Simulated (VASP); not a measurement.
# GaN (F-43m) in VASP: further runs

Runs on GaN. Level: PBEsol. Tasks: single point.

All numbers are computed with VASP 6.6.1; they aren't measurements. Logs are shortened: lines on timing, memory, paths and dates and some standing lists are left out, and cuts for length are marked.

### 1 The cell of the first run

It takes space group F-43m (No. 216, cubic). Conventional cell: a = 4.415 Å, b = 4.415 Å, c = 4.415 Å, α = 90.00°, β = 90.00°, γ = 90.00°. Within 2.5 Å of Ga (site symmetry -43m) lie 4 N at 1.91 Å. Within 2.5 Å of N (site symmetry -43m) lie 4 Ga at 1.91 Å.

### 2 Single point, PBEsol

Input file INCAR:

```
SYSTEM = GaN
ALGO     = Normal         ! electronic algorithm
EDIFF    = 1E-6           ! SCF threshold, eV
ENCUT    = 520            ! plane-wave cutoff, eV
GGA      = PS             ! functional
ISIF     = 2              ! what is computed and relaxed
ISMEAR   = 0              ! smearing method
LASPH    = .TRUE.         ! aspherical terms in the spheres
LCHARG   = .FALSE.        ! write CHGCAR
LREAL    = .FALSE.        ! projectors in reciprocal space
LWAVE    = .FALSE.        ! write WAVECAR
NBANDS   = 16             ! bands
NELM     = 80             ! most SCF steps
PREC     = Accurate       ! precision mode
SIGMA    = 0.01           ! smearing width, eV
```

Input file KPOINTS:

```
k-points
0
G
  7 7 7
  0 0 0
```

Input file POSCAR:

```
GaN
1.0
    0.0000000000      2.2074982756      2.2074982756
    2.2074982756      0.0000000000      2.2074982756
    2.2074982756      2.2074982756      0.0000000000
Ga N
1 1
Direct
    0.0000000000      0.0000000000      0.0000000000
    0.7500000000      0.7500000000      0.7500000000
```

Potentials or basis: VASP PAW PBE potentials, release 64 (Ga_d, N).

Launch:

```bash
cat potpaw_PBE.64/Ga_d/POTCAR potpaw_PBE.64/N/POTCAR > POTCAR
mpirun -np 1 vasp_std > vasp.out
```

OUTCAR:

```text
SYSTEM = GaN
   EDIFF = 1E-6
   ENCUT = 520
   GGA = PS
   ISIF = 2
   ISMEAR = 0
   LASPH = .TRUE.
   LREAL = .FALSE.
   NELM = 80
   PREC = Accurate

 ion  position               nearest neighbor table
   1  0.000  0.000  0.000-   2 1.91   2 1.91   2 1.91   2 1.91
   2  0.750  0.750  0.750-   1 1.91   1 1.91   1 1.91   1 1.91

  LATTYP: Found a face centered cubic cell.
 ALAT       =     4.4149965512

  Lattice vectors:

 A1 = (   0.0000000000,   2.2074982756,   2.2074982756)
 A2 = (   2.2074982756,   0.0000000000,   2.2074982756)
 A3 = (   2.2074982756,   2.2074982756,   0.0000000000)

Analysis of symmetry for initial positions (statically):
=====================================================================
 Subroutine PRICEL returns:
 Original cell was already a primitive cell.

 Routine SETGRP: Setting up the symmetry group for a
 face centered cubic supercell.

 Subroutine GETGRP returns: Found 24 space group operations
 (whereof 24 operations were pure point group operations)
 out of a pool of 48 trial point group operations.

The static configuration has the point symmetry T_d .

Analysis of symmetry for dynamics (positions and initial velocities):
=====================================================================
 Subroutine PRICEL returns:
 Original cell was already a primitive cell.

 Routine SETGRP: Setting up the symmetry group for a
 face centered cubic supercell.

 Subroutine GETGRP returns: Found 24 space group operations
 (whereof 24 operations were pure point group operations)
 out of a pool of 48 trial point group operations.

The dynamic configuration has the point symmetry T_d .

 Subroutine INISYM returns: Found 24 space group operations
 (whereof 24 operations are pure point group operations),
 and found     1 'primitive' translations

----------------------------------------------------------------------------------------

                                     Primitive cell

  volume of cell :      21.5145

  direct lattice vectors                    reciprocal lattice vectors
     0.000000000  2.207498276  2.207498276    -0.226500743  0.226500743  0.226500743
     2.207498276  0.000000000  2.207498276     0.226500743 -0.226500743  0.226500743
     2.207498276  2.207498276  0.000000000     0.226500743  0.226500743 -0.226500743

  length of vectors
     3.121874000  3.121874000  3.121874000     0.392310795  0.392310795  0.392310795

  position of ions in fractional coordinates (direct lattice)
     0.000000000  0.000000000  0.000000000
     0.750000000  0.750000000  0.750000000

  ion indices of the primitive-cell ions
   primitive index   ion index
                 1           1
                 2           2

----------------------------------------------------------------------------------------

 KPOINTS: k-points

Automatic generation of k-mesh.
 Grid dimensions read from file:
 generate k-points for:    7    7    7

 Generating k-lattice:

  Cartesian coordinates                     Fractional coordinates (reciprocal lattice)
    -0.032357249  0.032357249  0.032357249     0.142857143  0.000000000  0.000000000
     0.032357249 -0.032357249  0.032357249     0.000000000  0.142857143  0.000000000
     0.032357249  0.032357249 -0.032357249     0.000000000  0.000000000  0.142857143

  Length of vectors
     0.056044399  0.056044399  0.056044399

  Shift w.r.t. Gamma in fractional coordinates (k-lattice)
     0.000000000  0.000000000  0.000000000

 Subroutine IBZKPT returns following result:
 ===========================================

 Found     20 irreducible k-points:

 Following reciprocal coordinates:
            Coordinates               Weight
  0.000000  0.000000  0.000000      1.000000
  0.142857  0.000000  0.000000      8.000000
  0.285714  0.000000  0.000000      8.000000
  0.428571  0.000000  0.000000      8.000000
  0.142857  0.142857  0.000000      6.000000
  0.285714  0.142857  0.000000     24.000000
[... 12 lines left out ...]
 -0.428571  0.428571  0.142857     24.000000
 -0.285714  0.428571  0.142857     24.000000
   k-points           NKPTS =     20   k-points in BZ     NKDIM =     20   number of bands    NBANDS=     16
   number of dos      NEDOS =    301   number of ions     NIONS =      2
   total plane-waves  NPLWV =  13824
   dimension x,y,z NGX =    24 NGY =   24 NGZ =   24
   dimension x,y,z NGXF=    48 NGYF=   48 NGZF=   48
   ions per type =               1   1
   NGX,Y,Z   is equivalent  to a cutoff of  12.78, 12.78, 12.78 a.u.
   NGXF,Y,Z  is equivalent  to a cutoff of  25.56, 25.56, 25.56 a.u.
 SYSTEM =  GaN
   PREC   = accura    normal or accurate (medium, high low for compatibility)
   ISTART =      0    job   : 0-new  1-cont  2-samecut
   ICHARG =      2    charge: 1-file 2-atom 10-const
   ISPIN  =      1    spin polarized calculation?
   LNONCOLLINEAR =      F non collinear calculations
   LSORBIT =      F    spin-orbit coupling
   LASPH  =      T    aspherical Exc in radial PAW
   ENCUT  =  520.0 eV  38.22 Ry    6.18 a.u.   5.80  5.80  5.80*2*pi/ulx,y,z
   NELM   =     80;   NELMIN=  2; NELMDL= -5     # of ELM steps
   EDIFF  = 0.1E-05   stopping-criterion for ELM
   LREAL  =      F    real-space projection
   EDIFFG = 0.1E-04   stopping-criterion for IOM
   NSW    =      0    number of steps for IOM
   IBRION =     -1    ionic relax: 0-MD 1-quasi-New 2-CG
   NFREE  =      0    steps in history (QN), initial steepest desc. (CG)
   ISIF   =      2    stress and relaxation
   ISYM   =      2    0-nonsym 1-usesym 2-fastsym
   POTIM  = 0.5000    time-step for ionic-motion
   TEBEG  =    0.0;   TEEND  =   0.0 temperature during run
   PSTRESS=    0.0 pullay stress
   NELECT =      18.0000    total number of electrons
   NUPDOWN=      -1.0000    fix difference up-down
   EMIN   =  10.00;   EMAX   =-10.00  energy-range for DOS
   EFERMI =   0.00;   METHOD = LEGACY
   ISMEAR =     0;   SIGMA  =   0.01  broadening in eV -4-tet -1-fermi 0-gaus
   EFERMI_NEDOS =   21; number of points for ismear=-14 and -15
   IALGO  =     38    algorithm
   IMIX   =      4    mixing-type and parameters
     AMIX     =   0.40;   BMIX     =  1.00
     AMIX_MAG =   1.60;   BMIX_MAG =  1.00
  volume/ion in A,a.u.               =      10.76        72.59
  Fermi-wavevector in a.u.,A,eV,Ry     =   1.542607  2.915105 32.376918  2.379636
  Thomas-Fermi vector in A             =   2.648388
   LORBIT       =      0    0 simple, 1 ext, 2 COOP (PROOUT), +10 PAW based schemes
   GGA     = PS    functional components
   LHFCALC =     F    Hartree Fock is set to
   AEXX    =    0.0000 exact exchange contribution
   IVDW    =     0    specifies the selected vdW correction
   LEPSILON=     F    determine dielectric tensor
   LRPA    =     F    only Hartree local field effects (RPA)
 non-spin polarized calculation
 Gauss-broadening in eV      SIGMA  =   0.01
  energy-cutoff  :      520.00
  volume of cell :       21.51
 maximum number of plane-waves:       592
   NGX = 11   NGY = 11   NGZ = 11

 number of electron      18.0000008 magnetization

 Free energy of the ion-electron system (eV)
  ---------------------------------------------------
  ext. energy  EPLUGINS =         0.00000000
  ---------------------------------------------------
  free energy    TOTEN  =       -13.07863551 eV

  energy without entropy =      -13.07863551  energy(sigma->0) =      -13.07863551

 E-fermi :   5.9903     XC(G=0): -12.2377

 val. band max:        5.8502506739   @ k =   0.0000   0.0000   0.0000
 cond. band min:       7.9281125177   @ k =   0.0000   0.0000   0.0000
 fundamental gap:      2.0778618437
 Fermi energy:         5.9903055853

 k-point     1 :       0.0000    0.0000    0.0000
  band No.  band energies     occupation
      1     -10.6375      2.00000
      2      -7.6288      2.00000
      3      -7.6288      2.00000
      4      -7.6288      2.00000
      5      -7.2350      2.00000
      6      -7.2350      2.00000
[... 8 lines left out ...]
     15      25.0113      0.00000
     16      25.0113      0.00000

 k-point     2 :       0.1429    0.0000    0.0000
  band No.  band energies     occupation
      1     -10.3876      2.00000
      2      -7.5972      2.00000
      3      -7.5972      2.00000
      4      -7.5526      2.00000
      5      -7.2374      2.00000
      6      -7.2374      2.00000
[... 8 lines left out ...]
     15      23.2098      0.00000
     16      23.2098      0.00000

 k-point     3 :       0.2857    0.0000    0.0000
  band No.  band energies     occupation
      1      -9.8567      2.00000
      2      -7.5436      2.00000
      3      -7.5436      2.00000
      4      -7.2230      2.00000
      5      -7.2230      2.00000
      6      -7.1351      2.00000
[... 8 lines left out ...]
     15      23.3169      0.00000
     16      23.3169      0.00000

 k-point     4 :       0.4286    0.0000    0.0000
  band No.  band energies     occupation
      1      -9.5286      2.00000
      2      -7.5237      2.00000
      3      -7.5237      2.00000
      4      -7.1861      2.00000
      5      -7.1861      2.00000
      6      -6.2199      2.00000
[... 8 lines left out ...]
     15      25.4890      0.00000
     16      25.4890      0.00000

 k-point     5 :       0.1429    0.1429    0.0000
  band No.  band energies     occupation
      1     -10.3060      2.00000
      2      -7.5702      2.00000
      3      -7.5668      2.00000
      4      -7.5668      2.00000
      5      -7.2558      2.00000
      6      -7.2176      2.00000
[... 8 lines left out ...]
     15      26.5051      0.00000
     16      26.5052      0.00000

 k-point     6 :       0.2857    0.1429    0.0000
  band No.  band energies     occupation
      1      -9.8745      2.00000
      2      -7.5365      2.00000
      3      -7.5032      2.00000
      4      -7.3763      2.00000
      5      -7.1985      2.00000
      6      -7.1454      2.00000
[... 8 lines left out ...]
     15      25.3504      0.00000
     16      25.7356      0.00000

 k-point     7 :       0.4286    0.1429    0.0000
  band No.  band energies     occupation
      1      -9.5107      2.00000
      2      -7.5176      2.00000
      3      -7.4727      2.00000
      4      -7.2812      2.00000
      5      -7.1753      2.00000
      6      -6.3616      2.00000
[... 8 lines left out ...]
     15      24.9969      0.00000
     16      26.7352      0.00000

 k-point     8 :      -0.4286    0.1429    0.0000
  band No.  band energies     occupation
      1      -9.4290      2.00000
      2      -7.5178      2.00000
      3      -7.4747      2.00000
      4      -7.2253      2.00000
      5      -7.1927      2.00000
      6      -5.8477      2.00000
[... 8 lines left out ...]
     15      25.3523      0.00000
     16      25.6151      0.00000

 k-point     9 :      -0.2857    0.1429    0.0000
  band No.  band energies     occupation
      1      -9.6085      2.00000
      2      -7.5199      2.00000
      3      -7.4982      2.00000
      4      -7.2459      2.00000
      5      -7.2392      2.00000
      6      -6.6598      2.00000
[... 8 lines left out ...]
     15      23.4581      0.00000
     16      26.0892      0.00000
[... 96 lines left out ...]
 k-point    15 :       0.4286    0.4286    0.0000
  band No.  band energies     occupation
      1      -9.2908      2.00000
      2      -7.5333      2.00000
      3      -7.2783      2.00000
      4      -7.2783      2.00000
      5      -7.1470      2.00000
      6      -5.8461      2.00000
[... 8 lines left out ...]
     15      28.8294      0.00000
     16      30.3597      0.00000

 k-point    16 :      -0.4286    0.4286    0.0000
  band No.  band energies     occupation
      1      -9.2600      2.00000
      2      -7.5206      2.00000
      3      -7.2950      2.00000
      4      -7.2771      2.00000
      5      -7.1602      2.00000
      6      -5.4403      2.00000
[... 8 lines left out ...]
     15      29.2586      0.00000
     16      29.4477      0.00000

 k-point    17 :       0.4286    0.2857    0.1429
  band No.  band energies     occupation
      1      -9.5475      2.00000
      2      -7.4844      2.00000
      3      -7.4640      2.00000
      4      -7.3385      2.00000
      5      -7.1964      2.00000
      6      -6.6240      2.00000
[... 8 lines left out ...]
     15      26.0312      0.00000
     16      28.5669      0.00000

 k-point    18 :      -0.4286    0.2857    0.1429
  band No.  band energies     occupation
      1      -9.3585      2.00000
      2      -7.4938      2.00000
      3      -7.4212      2.00000
      4      -7.2825      2.00000
      5      -7.1989      2.00000
      6      -5.7521      2.00000
[... 8 lines left out ...]
     15      25.3633      0.00000
     16      28.3755      0.00000

 k-point    19 :      -0.4286    0.4286    0.1429
  band No.  band energies     occupation
      1      -9.2859      2.00000
      2      -7.4869      2.00000
      3      -7.3801      2.00000
      4      -7.2673      2.00000
      5      -7.1770      2.00000
      6      -5.5651      2.00000
[... 8 lines left out ...]
     15      27.6102      0.00000
     16      29.6914      0.00000

 k-point    20 :      -0.2857    0.4286    0.1429
  band No.  band energies     occupation
      1      -9.2729      2.00000
      2      -7.4784      2.00000
      3      -7.3936      2.00000
      4      -7.2512      2.00000
      5      -7.2148      2.00000
      6      -5.2833      2.00000
[... 8 lines left out ...]
     15      25.5935      0.00000
     16      30.2521      0.00000

------------------------ aborting loop because EDIFF is reached ----------------------------------------

  FORCE on cell =-STRESS in cart. coord.  units (eV):
  Direction    XX          YY          ZZ          XY          YZ          ZX
  --------------------------------------------------------------------------------------
  -------------------------------------------------------------------------------------
  Total        1.5605668      1.5605668      1.5605668     -0.0000000      0.0000000      0.0000000
  in kB      116.2149041    116.2149041    116.2149041     -0.0000000      0.0000000      0.0000000
  external PRESSURE =     116.2149041 kB  Pullay stress =       0.0000000 kB

 VOLUME and BASIS-vectors are now :
 -----------------------------------------------------------------------------
  energy-cutoff  :      520.00
  volume of cell :       21.51
      direct lattice vectors                 reciprocal lattice vectors
     0.000000000  2.207498276  2.207498276    -0.226500743  0.226500743  0.226500743
     2.207498276  0.000000000  2.207498276     0.226500743 -0.226500743  0.226500743
     2.207498276  2.207498276  0.000000000     0.226500743  0.226500743 -0.226500743

 POSITION                                       TOTAL-FORCE (eV/Angst)
 -----------------------------------------------------------------------------------
      0.00000      0.00000      0.00000         0.000000      0.000000      0.000000
      3.31125      3.31125      3.31125        -0.000000     -0.000000     -0.000000
 -----------------------------------------------------------------------------------
    total drift:                               -0.000001     -0.000001     -0.000001

  FREE ENERGIE OF THE ION-ELECTRON SYSTEM (eV)
  ---------------------------------------------------
  free  energy   TOTEN  =       -13.0786355067 eV

  energy  without entropy=      -13.0786355067  energy(sigma->0) =      -13.07863551
```

Wall time 4.3 s (1 thread of Intel Xeon 6975P-C, shared host); peak memory 0.14 GiB.

What came out:

- Free energy: -13.0786 eV
- Pressure: 11.6 GPa
- Band gap on the k mesh: 2.08 eV, direct

Levels at points of the mesh, in eV from the valence-band top:
| k point | band 7 | band 8 | band 9 | band 10 | band 11 | band 12 |
| --- | --- | --- | --- | --- | --- | --- |
| (0.00, 0.00, 0.00) | 0.00 | 0.00 | 0.00 | 2.08 | 10.59 | 10.59 |

Caveat: the PAW data sets were made with another functional, which shifts forces and pressure a little.

### 3 Single point, PBEsol

This run uses another cell than the first one, of 10.99 Å³/atom, 1.021 times its volume.

Input file INCAR:

```
PREC     = Accurate       # precision mode
ENCUT    = 520            # plane-wave cutoff, eV
EDIFF    = 1E-7           # SCF threshold, eV
ISMEAR   = 0              # smearing method
SIGMA    = 0.01           # smearing width, eV
LREAL    = F              # projectors in reciprocal space
LASPH    = T              # aspherical terms in the spheres
NELM     = 80             # most SCF steps
ALGO     = Normal         # electronic algorithm
ISIF     = 2              # what is computed and relaxed
LWAVE    = F              # write WAVECAR
LCHARG   = T              # write CHGCAR
GGA      = PS             # functional
LELF     = T              # ELF
LVHAR    = T            
NBANDS   = 16             # bands
```

Input file KPOINTS:

```
regular mesh
0
Gamma
  7 7 7
```

Input file POSCAR:

```
GaN
1.0
    0.0000000000      2.2230445503      2.2230445503
    2.2230445503      0.0000000000      2.2230445503
    2.2230445503      2.2230445503      0.0000000000
Ga N
1 1
Direct
    0.0000000000      0.0000000000      0.0000000000
    0.7500000000      0.7500000000      0.7500000000
```

Potentials or basis: VASP PAW PBE potentials, release 64 (Ga_d, N).

Launch:

```bash
cat potpaw_PBE.64/Ga_d/POTCAR potpaw_PBE.64/N/POTCAR > POTCAR
mpirun -np 1 vasp_std > vasp.out
```

Run time: 4.9 s. Hardware: 1 thread of Intel Xeon 6975P-C, shared host; peak memory 0.14 GiB.

Results (log left out):

```yaml
Free_energy: -13.1051 eV
Pressure: 6.8 GPa
Band_gap_on_the_k_mesh: 1.94 eV, direct
```

Levels at points of the mesh, in eV from the valence-band top:
| k point | band 6 | band 7 | band 8 | band 9 | band 10 | band 11 | band 12 | band 13 |
| --- | --- | --- | --- | --- | --- | --- | --- | --- |
| (0.00, 0.00, 0.00) | -13.08 | 0.00 | 0.00 | 0.00 | 1.94 | 10.46 | 10.46 | 10.46 |

Caveat: the PAW data sets were made with another functional, which shifts forces and pressure a little.

### 4 Single point, PBEsol

This run uses another cell than the first one, of 11.22 Å³/atom, 1.043 times its volume.

Input file INCAR:

```
SYSTEM = GaN
PREC = Accurate ; ENCUT = 520
EDIFF = 1E-6 ; ISMEAR = 0
SIGMA = 0.01 ; LREAL = .FALSE.
LASPH = .TRUE. ; NELM = 100
ALGO = Normal ; ISIF = 2
LWAVE = .FALSE. ; LCHARG = .FALSE.
GGA = PS ; NBANDS = 16
```

Input file KPOINTS:

```
Automatic mesh
0
G
  7 7 7
  0 0 0
```

Input file POSCAR:

```
GaN
1.0
    0.0000000000      2.2383763765      2.2383763765
    2.2383763765      0.0000000000      2.2383763765
    2.2383763765      2.2383763765      0.0000000000
Ga N
1 1
Direct
    0.0000000000      0.0000000000      0.0000000000
    0.7500000000      0.7500000000      0.7500000000
```

Launch:

```bash
cat potpaw_PBE.64/Ga_d/POTCAR potpaw_PBE.64/N/POTCAR > POTCAR
mpirun -np 1 vasp_std > vasp.out
```

Run time: 4.4 s. Hardware: 1 thread of Intel Xeon 6975P-C, shared host; peak memory 0.14 GiB.

It converged, with:

| Item | Value |
| --- | --- |
| Free energy | -13.1186 eV |
| Pressure | 2.5 GPa |
| Band gap on the k mesh | 1.81 eV, direct |

Levels at points of the mesh, in eV from the valence-band top:
```tsv
k point	band 7	band 8	band 9	band 10	band 11	band 12
(0.00, 0.00, 0.00)	0.00	0.00	0.00	1.81	10.33	10.33
```

Caveat: the PAW data sets were made with another functional, which shifts forces and pressure a little.

(Part 1 of 2 ends here.)
